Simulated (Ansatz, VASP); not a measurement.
## RuS2 in VASP and in Ansatz

Contents of INCAR:

```
SYSTEM = RuS2
ALGO = Normal ; EDIFF = 1E-7
ENCUT = 520 ; GGA = PS
ISIF = 2 ; ISMEAR = 0
ISPIN = 2 ; LASPH = .True.
LCHARG = .False. ; LDAU = .True.
LDAUJ = 0.7 0 ; LDAUL = 2 -1
LDAUPRINT = 1 ; LDAUTYPE = 1
LDAUU = 4 0 ; LMAXMIX = 4
LORBIT = 11 ; LREAL = .False.
LWAVE = .False. ; MAGMOM = 4 0 0
NBANDS = 24 ; NELM = 150
PREC = Accurate ; SIGMA = 0.05
```

KPOINTS

```
k-points
0
Gamma
  6 6 4
  0 0 0
```

File POSCAR:

```
RuS2
1.0
    3.1102166100     -1.9066246500      0.0000000000
    3.1102166100      1.9066246500      0.0000000000
   -0.0030620500      0.0000000000      4.3860576300
Ru S
1 2
Direct
    0.0000000000      0.0000000000      0.0000000000
    0.6879000000      0.6879000000      0.2889000000
    0.3121000000      0.3121000000      0.7111000000
```

Input for Ansatz:

```yaml
crystal:
  lattice:
    - [3.11021661, -1.90662465, 0.0]
    - [3.11021661, 1.90662465, 0.0]
    - [-0.00306205, 0.0, 4.38605763]
  atoms:
    - { symbol: Ru, position: [0.0, 0.0, 0.0], spin: 4.0 }
    - { symbol: S, position: [0.6879, 0.6879, 0.2889] }
    - { symbol: S, position: [0.3121, 0.3121, 0.7111] }
basis:
  ecutwfc: 420
  ecutrho_ratio: 4
kpoints:
  mp_grid: { grid: [6, 6, 4] }
hamiltonian:
  xc: pbesol
  hubbard: { sites: [{ site: 0, l: d, u: 4.0, j: 0.7 }] }
scf:
  occupations: { method: gaussian, width: 0.05 }
  lower_state_search: "off"
  max_iter: 150
output:
  forces: true
  stress: true
  eigenvalues: true
  populations: true
  hubbard: { sites: [{ site: 0, l: d }] }
magnetization:
  spin_polarized: true
```

Alike in both runs: task single point; functional PBEsol; k mesh 6 × 6 × 4; occupations gaussian, width 0.05 eV; collinear spin; Hubbard terms Ru d U = 4.0 eV, J = 0.7 eV.

```csv
,VASP,Ansatz
version,VASP 6.6.1,Ansatz 0.2.0
potentials or method,"VASP PAW PBE potentials, release 64 (Ru_pv, S), cutoff 520 eV","scalar-relativistic, plane waves, PAW"
valence electrons in the cell,26,28
```

Ansatz gave:

```
gap on the k mesh at the Fermi level (eV)                     : none
pressure (GPa)                                                : -7.6
traceless stress, the component that is largest in VASP (GPa) : 8.55
rms of the force components (eV/Å)                            : 0.594
net moment per atom (μB)                                      : 0.50
size of the moment on the site where the two differ most (μB) : 1.11
```

Task: What did VASP give for the same quantities?

Result: gap on the k mesh at the Fermi level (eV): none; pressure (GPa): -8.1; traceless stress, the component that is largest in VASP (GPa): 10.49; rms of the force components (eV/Å): 0.634; net moment per atom (μB): 0.52; size of the moment on the site where the two differ most (μB): 1.41.

VASP's potentials were made for PBE, not for PBEsol. Site moments also hang on the region over which each program counts them. The programs project onto different local orbitals, so the same U acts differently, and such runs can settle in different states. Atom by atom the forces differ by 0.042 eV/Å (rms over components). A gap of «none» marks a metal or a gap that the smearing closes. VASP's potentials hold 26 valence electrons a cell and Ansatz's 28, so a difference there can come from the potentials and not from the codes. Ansatz's warnings: filled band counts differ across k points.
